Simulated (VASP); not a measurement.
# AlN (rock salt) (Fm-3m) in VASP: further runs

Runs on AlN (rock salt). Level: r2SCAN. Tasks: single point.

Everything below comes from runs of VASP 6.6.1. Logs are shortened: lines on timing, memory, paths and dates and some standing lists are left out, and cuts for length are marked.

**1. The cell of the first run**

Symmetry: Fm-3m, No. 225, cubic system. The conventional cell has a = 3.934 Å, b = 3.934 Å, c = 3.934 Å, α = 90.00°, β = 90.00°, γ = 90.00°. Within 2.6 Å of Al (site symmetry m-3m) lie 6 N at 1.97 Å. N (site symmetry m-3m) has 6 Al at 1.97 Å within 2.6 Å.

**2. Single point, r2SCAN (volume scaled by 0.92)**

POSCAR reads:

```
AlN
1.0
    0.0000000000      1.9670609010      1.9670609010
    1.9670609010      0.0000000000      1.9670609010
    1.9670609010      1.9670609010      0.0000000000
Al N
1 1
Direct
    0.0000000000      0.0000000000      0.0000000000
    0.5000000000      0.5000000000      0.5000000000
```

INCAR.step1 reads:

```
SYSTEM = AlN
  PREC = Accurate
  ENCUT = 660
  ISMEAR = 0
  SIGMA = 0.01
  LREAL = .False.
  LASPH = .True.
  NELM = 120
  NBANDS = 11
  GGA = PE
  ALGO = Normal
  EDIFF = 1E-5
  LWAVE = .True.
  LCHARG = .False.
  GGA_COMPAT = .False.
```

INCAR.step2 reads:

```
SYSTEM = AlN
  PREC = Accurate
  ENCUT = 660
  EDIFF = 1E-6
  ISMEAR = 0
  SIGMA = 0.01
  LREAL = .False.
  LASPH = .True.
  NELM = 120
  ALGO = Normal
  ISIF = 2
  LWAVE = .False.
  LCHARG = .False.
  METAGGA = R2SCAN
  LMIXTAU = .True.
  NBANDS = 11
  ISTART = 1
  GGA_COMPAT = .False.
```

KPOINTS reads:

```
regular mesh
0
Gamma
  10 10 10
  0 0 0
```

Potentials or basis: VASP PAW PBE potentials, release 64 (Al, N).

Launch:

```bash
cat potpaw_PBE.64/Al/POTCAR potpaw_PBE.64/N/POTCAR > POTCAR
cp INCAR.step1 INCAR
mpirun -np 1 vasp_std > vasp.out
cp INCAR.step2 INCAR
mpirun -np 1 vasp_std > vasp.out
```

OUTCAR:

```text
SYSTEM = AlN
   PREC = Accurate
   ENCUT = 660
   EDIFF = 1E-6
   ISMEAR = 0
   LREAL = .False.
   LASPH = .True.
   NELM = 120
   ISIF = 2
   METAGGA = R2SCAN
   ISTART = 1

 ion  position               nearest neighbor table
   1  0.000  0.000  0.000-   2 1.97   2 1.97   2 1.97   2 1.97   2 1.97   2 1.97
   2  0.500  0.500  0.500-   1 1.97   1 1.97   1 1.97   1 1.97   1 1.97   1 1.97

  LATTYP: Found a face centered cubic cell.
 ALAT       =     3.9341218020

  Lattice vectors:

 A1 = (   0.0000000000,   1.9670609010,   1.9670609010)
 A2 = (   1.9670609010,   0.0000000000,   1.9670609010)
 A3 = (   1.9670609010,   1.9670609010,   0.0000000000)

Analysis of symmetry for initial positions (statically):
=====================================================================
 Subroutine PRICEL returns:
 Original cell was already a primitive cell.

 Routine SETGRP: Setting up the symmetry group for a
 face centered cubic supercell.

 Subroutine GETGRP returns: Found 48 space group operations
 (whereof 48 operations were pure point group operations)
 out of a pool of 48 trial point group operations.

The static configuration has the point symmetry O_h .

Analysis of symmetry for dynamics (positions and initial velocities):
=====================================================================
 Subroutine PRICEL returns:
 Original cell was already a primitive cell.

 Routine SETGRP: Setting up the symmetry group for a
 face centered cubic supercell.

 Subroutine GETGRP returns: Found 48 space group operations
 (whereof 48 operations were pure point group operations)
 out of a pool of 48 trial point group operations.

The dynamic configuration has the point symmetry O_h .

 Subroutine INISYM returns: Found 48 space group operations
 (whereof 48 operations are pure point group operations),
 and found     1 'primitive' translations

----------------------------------------------------------------------------------------

                                     Primitive cell

  volume of cell :      15.2224

  direct lattice vectors                    reciprocal lattice vectors
     0.000000000  1.967060901  1.967060901    -0.254186334  0.254186334  0.254186334
     1.967060901  0.000000000  1.967060901     0.254186334 -0.254186334  0.254186334
     1.967060901  1.967060901  0.000000000     0.254186334  0.254186334 -0.254186334

  length of vectors
     2.781844204  2.781844204  2.781844204     0.440263646  0.440263646  0.440263646

  position of ions in fractional coordinates (direct lattice)
     0.000000000  0.000000000  0.000000000
     0.500000000  0.500000000  0.500000000

  ion indices of the primitive-cell ions
   primitive index   ion index
                 1           1
                 2           2

----------------------------------------------------------------------------------------

 KPOINTS: regular mesh

Automatic generation of k-mesh.
 Grid dimensions read from file:
 generate k-points for:   10   10   10

 Generating k-lattice:

  Cartesian coordinates                     Fractional coordinates (reciprocal lattice)
    -0.025418633  0.025418633  0.025418633     0.100000000  0.000000000  0.000000000
     0.025418633 -0.025418633  0.025418633     0.000000000  0.100000000  0.000000000
     0.025418633  0.025418633 -0.025418633     0.000000000  0.000000000  0.100000000

  Length of vectors
     0.044026365  0.044026365  0.044026365

  Shift w.r.t. Gamma in fractional coordinates (k-lattice)
     0.000000000  0.000000000  0.000000000

 Subroutine IBZKPT returns following result:
 ===========================================

 Found     47 irreducible k-points:

 Following reciprocal coordinates:
            Coordinates               Weight
  0.000000  0.000000  0.000000      1.000000
  0.100000  0.000000  0.000000      8.000000
  0.200000  0.000000  0.000000      8.000000
  0.300000  0.000000  0.000000      8.000000
  0.400000  0.000000  0.000000      8.000000
  0.500000  0.000000  0.000000      4.000000
[... 16 lines left out ...]
  0.300000  0.300000  0.000000      6.000000
  0.400000  0.300000  0.000000     24.000000
 [... further k-points ...]
   k-points           NKPTS =     47   k-points in BZ     NKDIM =     47   number of bands    NBANDS=     11
   number of dos      NEDOS =    301   number of ions     NIONS =      2
   total plane-waves  NPLWV =  13824
   dimension x,y,z NGX =    24 NGY =   24 NGZ =   24
   dimension x,y,z NGXF=    48 NGYF=   48 NGZF=   48
   ions per type =               1   1
   NGX,Y,Z   is equivalent  to a cutoff of  14.34, 14.34, 14.34 a.u.
   NGXF,Y,Z  is equivalent  to a cutoff of  28.69, 28.69, 28.69 a.u.
 SYSTEM =  AlN
   PREC   = accura    normal or accurate (medium, high low for compatibility)
   ISTART =      1    job   : 0-new  1-cont  2-samecut
   ICHARG =      0    charge: 1-file 2-atom 10-const
   ISPIN  =      1    spin polarized calculation?
   LNONCOLLINEAR =      F non collinear calculations
   LSORBIT =      F    spin-orbit coupling
   LASPH  =      T    aspherical Exc in radial PAW
   ENCUT  =  660.0 eV  48.51 Ry    6.96 a.u.   5.83  5.83  5.83*2*pi/ulx,y,z
   NELM   =    120;   NELMIN=  2; NELMDL=  0     # of ELM steps
   EDIFF  = 0.1E-05   stopping-criterion for ELM
   LREAL  =      F    real-space projection
   EDIFFG = 0.1E-04   stopping-criterion for IOM
   NSW    =      0    number of steps for IOM
   IBRION =     -1    ionic relax: 0-MD 1-quasi-New 2-CG
   NFREE  =      0    steps in history (QN), initial steepest desc. (CG)
   ISIF   =      2    stress and relaxation
   ISYM   =      2    0-nonsym 1-usesym 2-fastsym
   POTIM  = 0.5000    time-step for ionic-motion
   TEBEG  =    0.0;   TEEND  =   0.0 temperature during run
   PSTRESS=    0.0 pullay stress
   NELECT =       8.0000    total number of electrons
   NUPDOWN=      -1.0000    fix difference up-down
   EMIN   =  10.00;   EMAX   =-10.00  energy-range for DOS
   EFERMI =   0.00;   METHOD = LEGACY
   ISMEAR =     0;   SIGMA  =   0.01  broadening in eV -4-tet -1-fermi 0-gaus
   EFERMI_NEDOS =   21; number of points for ismear=-14 and -15
   IALGO  =     38    algorithm
   IMIX   =      4    mixing-type and parameters
     AMIX     =   0.40;   BMIX     =  1.00
     AMIX_MAG =   1.60;   BMIX_MAG =  1.00
  volume/ion in A,a.u.               =       7.61        51.36
  Fermi-wavevector in a.u.,A,eV,Ry     =   1.321124  2.496563 23.747193  1.745369
  Thomas-Fermi vector in A             =   2.450901
   LORBIT       =      0    0 simple, 1 ext, 2 COOP (PROOUT), +10 PAW based schemes
   METAGGA = R2SCAN    functional components
   LHFCALC =     F    Hartree Fock is set to
   AEXX    =    0.0000 exact exchange contribution
   IVDW    =     0    specifies the selected vdW correction
   LEPSILON=     F    determine dielectric tensor
   LRPA    =     F    only Hartree local field effects (RPA)
 non-spin polarized calculation
 Gauss-broadening in eV      SIGMA  =   0.01
  energy-cutoff  :      660.00
  volume of cell :       15.22
 maximum number of plane-waves:       600
   NGX = 11   NGY = 11   NGZ = 11

 number of electron       8.0000000 magnetization

 Free energy of the ion-electron system (eV)
  ---------------------------------------------------
  ext. energy  EPLUGINS =         0.00000000
  ---------------------------------------------------
  free energy    TOTEN  =       -18.81042954 eV

  energy without entropy =      -18.81042954  energy(sigma->0) =      -18.81042954

 E-fermi :  11.0254     XC(G=0): -13.2924

 val. band max:       10.8666095461   @ k =   0.0000   0.0000   0.0000
 cond. band min:      16.7007552903   @ k =   0.5000   0.5000   0.0000
 fundamental gap:      5.8341457442
 Fermi energy:        11.0254497793

 k-point     1 :       0.0000    0.0000    0.0000
  band No.  band energies     occupation
      1      -8.3162      2.00000
      2      10.8666      2.00000
      3      10.8666      2.00000
      4      10.8666      2.00000
      5      18.6701      0.00000
      6      24.0554      0.00000
      7      24.0554      0.00000
      8      24.0554      0.00000
      9      30.0774      0.00000
     10      30.0904      0.00000
     11      30.0904      0.00000

 k-point     2 :       0.1000    0.0000    0.0000
  band No.  band energies     occupation
      1      -8.0905      2.00000
      2       9.8194      2.00000
      3      10.7158      2.00000
      4      10.7158      2.00000
      5      19.2466      0.00000
      6      23.2439      0.00000
      7      24.4221      0.00000
      8      24.4221      0.00000
      9      28.9075      0.00000
     10      28.9075      0.00000
     11      31.6166      0.00000

 k-point     3 :       0.2000    0.0000    0.0000
  band No.  band energies     occupation
      1      -7.4341      2.00000
      2       7.5143      2.00000
      3      10.3510      2.00000
      4      10.3510      2.00000
      5      19.5794      0.00000
      6      23.1808      0.00000
      7      24.8669      0.00000
      8      24.8669      0.00000
      9      28.2585      0.00000
     10      28.2585      0.00000
     11      31.2967      0.00000

 k-point     4 :       0.3000    0.0000    0.0000
  band No.  band energies     occupation
      1      -6.4287      2.00000
      2       4.9600      2.00000
      3       9.9478      2.00000
      4       9.9478      2.00000
      5      18.9910      0.00000
      6      24.3406      0.00000
      7      24.3406      0.00000
      8      24.6670      0.00000
      9      29.7889      0.00000
     10      29.7889      0.00000
     11      30.3374      0.00000
[... 239 lines left out ...]
 k-point    22 :      -0.2000    0.2000    0.0000
  band No.  band energies     occupation
      1      -6.1041      2.00000
      2       5.5652      2.00000
      3       7.5934      2.00000
      4       9.9965      2.00000
      5      21.3073      0.00000
      6      22.1485      0.00000
      7      23.7895      0.00000
      8      25.3417      0.00000
      9      27.2197      0.00000
     10      32.1680      0.00000
     11      34.4311      0.00000

 k-point    23 :       0.3000    0.3000    0.0000
  band No.  band energies     occupation
      1      -5.8384      2.00000
      2       5.6392      2.00000
      3       8.6023      2.00000
      4       8.6023      2.00000
      5      18.2241      0.00000
      6      19.6102      0.00000
      7      24.7911      0.00000
      8      28.7472      0.00000
      9      28.7472      0.00000
     10      33.1106      0.00000
     11      37.8986      0.00000

 k-point    24 :       0.4000    0.3000    0.0000
  band No.  band energies     occupation
      1      -5.0066      2.00000
      2       4.4841      2.00000
      3       7.7597      2.00000
      4       8.3110      2.00000
      5      18.0855      0.00000
      6      19.2307      0.00000
      7      25.2348      0.00000
      8      28.7628      0.00000
      9      29.7652      0.00000
     10      34.7314      0.00000
     11      38.5467      0.00000

 [... further k-points ...]

------------------------ aborting loop because EDIFF is reached ----------------------------------------

  FORCE on cell =-STRESS in cart. coord.  units (eV):
  Direction    XX          YY          ZZ          XY          YZ          ZX
  --------------------------------------------------------------------------------------
  -------------------------------------------------------------------------------------
  Total        2.3140595      2.3140595      2.3140595     -0.0000000      0.0000000      0.0000000
  in kB      243.5576076    243.5576076    243.5576076     -0.0000000      0.0000000      0.0000000
  external PRESSURE =     243.5576076 kB  Pullay stress =       0.0000000 kB

 VOLUME and BASIS-vectors are now :
 -----------------------------------------------------------------------------
  energy-cutoff  :      660.00
  volume of cell :       15.22
      direct lattice vectors                 reciprocal lattice vectors
     0.000000000  1.967060901  1.967060901    -0.254186334  0.254186334  0.254186334
     1.967060901  0.000000000  1.967060901     0.254186334 -0.254186334  0.254186334
     1.967060901  1.967060901  0.000000000     0.254186334  0.254186334 -0.254186334

 POSITION                                       TOTAL-FORCE (eV/Angst)
 -----------------------------------------------------------------------------------
      0.00000      0.00000      0.00000         0.000000      0.000000      0.000000
      1.96706      1.96706      1.96706        -0.000000     -0.000000     -0.000000
 -----------------------------------------------------------------------------------
    total drift:                               -0.000000     -0.000000      0.000000

  FREE ENERGIE OF THE ION-ELECTRON SYSTEM (eV)
  ---------------------------------------------------
  free  energy   TOTEN  =       -18.8104295423 eV

  energy  without entropy=      -18.8104295423  energy(sigma->0) =      -18.81042954
```

Run time: 54 s. Hardware: 1 thread of Intel Xeon 8259CL, shared host; peak memory 0.14 GiB.

Results:

- Free energy: -18.8104 eV
- Pressure: 24.4 GPa
- Band gap on the k mesh: 5.83 eV, indirect (least direct gap 7.80 eV)

Caveat: the PAW data sets were made with another functional, which shifts forces and pressure a little. A k mesh can miss the band edges.

**3. Single point, r2SCAN (volume scaled by 0.89)**

POSCAR reads:

```
AlN
1.0
    0.0000000000      1.9454430971      1.9454430971
    1.9454430971      0.0000000000      1.9454430971
    1.9454430971      1.9454430971      0.0000000000
Al N
1 1
Direct
    0.0000000000      0.0000000000      0.0000000000
    0.5000000000      0.5000000000      0.5000000000
```

INCAR.step1 reads:

```
SYSTEM = AlN
  PREC = Accurate
  ENCUT = 660
  ISMEAR = 0
  SIGMA = 0.01
  LREAL = .FALSE.
  LASPH = .TRUE.
  NELM = 120
  NBANDS = 11
  GGA = PE
  ALGO = Normal
  EDIFF = 1E-5
  LWAVE = .TRUE.
  LCHARG = .FALSE.
  GGA_COMPAT = .FALSE.
```

INCAR.step2 reads:

```
SYSTEM = AlN
  PREC = Accurate
  ENCUT = 660
  EDIFF = 1E-6
  ISMEAR = 0
  SIGMA = 0.01
  LREAL = .FALSE.
  LASPH = .TRUE.
  NELM = 120
  ALGO = Normal
  ISIF = 2
  LWAVE = .FALSE.
  LCHARG = .FALSE.
  METAGGA = R2SCAN
  LMIXTAU = .TRUE.
  NBANDS = 11
  ISTART = 1
  GGA_COMPAT = .FALSE.
```

KPOINTS reads:

```
Automatic mesh
0
G
  10 10 10
  0 0 0
```

Potentials or basis: VASP PAW PBE potentials, release 64 (Al, N).

Launch:

```bash
cat potpaw_PBE.64/Al/POTCAR potpaw_PBE.64/N/POTCAR > POTCAR
cp INCAR.step1 INCAR
mpirun -np 1 vasp_std > vasp.out
cp INCAR.step2 INCAR
mpirun -np 1 vasp_std > vasp.out
```

It took 58 s on 1 thread of Intel Xeon 8259CL, shared host; peak memory 0.14 GiB.

Results (log left out):

```
Free energy            : -18.7147 eV
Pressure               : 37.4 GPa
Band gap on the k mesh : 5.77 eV, indirect (least direct gap 8.35 eV)
```

Levels at points of the mesh, in eV from the valence-band top:
```csv
k point,band 2,band 3,band 4,band 5,band 6,band 7
"(0.00, 0.00, 0.00)",0.00,0.00,0.00,8.35,13.30,13.30
"(0.50, 0.00, 0.00)",-9.24,-1.39,-1.39,7.69,12.91,12.91
"(0.50, 0.50, 0.00)",-8.37,-3.21,-3.21,5.77,6.71,16.91
```

Caveat: the PAW data sets were made with another functional, which shifts forces and pressure a little.

(Continued in part 2 of 2.)
